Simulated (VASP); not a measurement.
Wanted: the native input for a VASP 6.6.1 run.

```
Task                   : single point
Functional             : r2SCAN
Potentials or basis    : VASP PAW PBE potentials, release 64 (Pb_d, F)
Cutoff                 : 660 eV
k mesh                 : 8 × 8 × 8
Occupations            : fermi-dirac, width 0.05 eV
Spin                   : no spin polarisation
Dipole correction      : no
Further INCAR settings : ALGO = Normal; EDIFF = 1e-06; NBANDS = 21
```

The system is PbF2.

```xyz
3
Lattice="0.0000 2.9364 2.9364 2.9364 0.0000 2.9364 2.9364 2.9364 0.0000" Properties=species:S:1:pos:R:3 pbc="T T T"
Pb    0.0000    0.0000    0.0000
F     4.4047    4.4047    4.4047
F     1.4682    1.4682    1.4682
```

The input as run:

POSCAR

```
PbF2
1.0
    0.0000000000      2.9364351223      2.9364351223
    2.9364351223      0.0000000000      2.9364351223
    2.9364351223      2.9364351223      0.0000000000
Pb F
1 2
Direct
    0.0000000000      0.0000000000      0.0000000000
    0.7500000000      0.7500000000      0.7500000000
    0.2500000000      0.2500000000      0.2500000000
```

INCAR.step1

```
  PREC = Accurate
  ENCUT = 660
  ISMEAR = -1
  SIGMA = 0.05
  LREAL = False
  LASPH = True
  NELM = 120
  NBANDS = 21
  GGA = PE
  ALGO = Normal
  EDIFF = 1E-5
  LWAVE = True
  LCHARG = False
  GGA_COMPAT = False
```

INCAR.step2

```
  PREC = Accurate
  ENCUT = 660
  EDIFF = 1E-6
  ISMEAR = -1
  SIGMA = 0.05
  LREAL = False
  LASPH = True
  NELM = 120
  ALGO = Normal
  ISIF = 2
  LWAVE = False
  LCHARG = False
  METAGGA = R2SCAN
  LMIXTAU = True
  NBANDS = 21
  ISTART = 1
  GGA_COMPAT = False
```

KPOINTS

```
Automatic mesh
0
Gamma
  8 8 8
```

Potentials or basis: VASP PAW PBE potentials, release 64 (Pb_d, F).

Command:

```console
$ cat potpaw_PBE.64/Pb_d/POTCAR potpaw_PBE.64/F/POTCAR > POTCAR
$ cp INCAR.step1 INCAR
$ mpirun -np 1 vasp_std > vasp.out
$ cp INCAR.step2 INCAR
$ mpirun -np 1 vasp_std > vasp.out
```

It gave:

| Item | Value |
| --- | --- |
| Pressure | 1.9 GPa |
| Band gap on the k mesh | 4.92 eV (least direct gap 5.07 eV) |

Caveat: the PAW data sets were made with another functional, which shifts forces and pressure a little; spin-orbit coupling is left out, which moves the levels of the heavy elements.

Wall time 64 s on 1 thread of Intel(R) Xeon(R) 6975P-C (Granite Rapids), on a shared host, peak memory 0.23 GiB.
